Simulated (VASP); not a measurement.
A run of VASP 6.6.1 is set up as follows.

INCAR

```
SYSTEM = SnO
PREC = Accurate
ENCUT = 520
EDIFF = 1E-7
ISMEAR = -1
SIGMA = 0.02
LREAL = .False.
LASPH = .True.
NELM = 100
ALGO = Normal
ISIF = 2
LWAVE = .False.
LCHARG = .True.
GGA = PS
LELF = .True.
LVHAR = .True.
NBANDS = 28
```

File KPOINTS:

```
Automatic mesh
0
Gamma
  6 4 6
  0 0 0
```

The input POSCAR:

```
SnO
1.0
    3.3991548656      0.0000000000      0.0000000000
    0.0000000000      5.7487718259      0.0000000000
    0.0000000000      0.0000000000      4.2775286081
Sn O
2 2
Direct
    0.0000000000      0.2319090000      0.5131440000
    0.5000000000      0.7680910000      0.0131440000
    0.0000000000      0.8912500000      0.7368570000
    0.5000000000      0.1087500000      0.2368570000
```

Potentials or basis: VASP PAW PBE potentials, release 64 (Sn_d, O).

Launch:

```bash
$ cat potpaw_PBE.64/Sn_d/POTCAR potpaw_PBE.64/O/POTCAR > POTCAR
$ mpirun -np 1 vasp_std > vasp.out
```

Problem. Estimate the largest force.

Solution. 0.855 eV/Å.

Problem. What does it give for the pressure?

Solution. -5.4 GPa.

Problem. What does it give for the band gap on the k mesh?

Solution. 1.63 eV (least direct gap 2.38 eV).

Stress tensor (GPa, compression positive):
```
-6.38  0.00  0.00
 0.00 -5.26  0.00
 0.00  0.00 -4.58
```

Caveat: the cell stands under tension; the PAW data sets were made with another functional, which shifts forces and pressure a little; spin-orbit coupling is left out, which moves the levels of the heavy elements. A k mesh can miss the band edges.
